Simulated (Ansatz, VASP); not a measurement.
**Au in VASP and in Ansatz**

INCAR

```
ALGO = Normal ; EDIFF = 1E-7
ENCUT = 520 ; GGA = PS
ISIF = 2 ; ISMEAR = -1
LASPH = T ; LCHARG = T
LELF = T ; LREAL = F
LVHAR = T ; LWAVE = F
NBANDS = 12 ; NELM = 100
PREC = Accurate ; SIGMA = 0.1
```

The input KPOINTS:

```
k-points
0
Gamma
  15 15 15
```

POSCAR

```
Au
1.0
   -1.6832909476      1.6832909476      1.6832909476
    1.6832909476     -1.6832909476      1.6832909476
    1.6832909476      1.6832909476     -1.6832909476
Au
1
Direct
    0.0000000000      0.0000000000      0.0000000000
```

Input for Ansatz:

```yaml
crystal:
  lattice:
    - [-1.6832909476, 1.6832909476, 1.6832909476]
    - [1.6832909476, -1.6832909476, 1.6832909476]
    - [1.6832909476, 1.6832909476, -1.6832909476]
  atoms:
    - { symbol: Au, position: [0.0, 0.0, 0.0] }
hamiltonian:
  xc: pbesol
  pseudopotentials:
    kind: paw
    azcp:
      Au: "pseudopotentials/Au.paw.azcp"
basis:
  ecutwfc: 420
  fft_grid_basis: typed
kpoints:
  mp_grid: { grid: [15, 15, 15], shift: [0, 0, 0] }
magnetization:
  spin_polarized: false
scf:
  occupations: { method: fermi_dirac, width: 0.1 }
  lower_state_search: "off"
output:
  stress: true
  write_density: true
  write_potential: true
  elf: true
  volumetric_format: npy
```

Alike in both runs: task single point; functional PBEsol; k mesh 15 × 15 × 15; occupations fermi-dirac, width 0.1 eV; no spin polarisation.

```csv
,VASP,Ansatz
version,VASP 6.6.1,Ansatz 0.2.0
potentials or method,"VASP PAW PBE potentials, release 64 (Au), cutoff 520 eV","plane waves (420 eV) with PAW, scalar-relativistic"
valence electrons in the cell,11,19
```

VASP gave:

```
pressure (GPa) : -13.9
```

Question: Which values does Ansatz return?

Answer: Pressure (GPa): -13.7.

VASP's potentials were made for PBE, not for PBEsol, and Ansatz warns of the same on its side. The functional is the same, so the differences come from potentials, cutoffs and numerics. VASP's potentials hold 11 valence electrons a cell and Ansatz's 19, so a difference there can come from the potentials and not from the codes.

Spin-orbit coupling is off throughout.
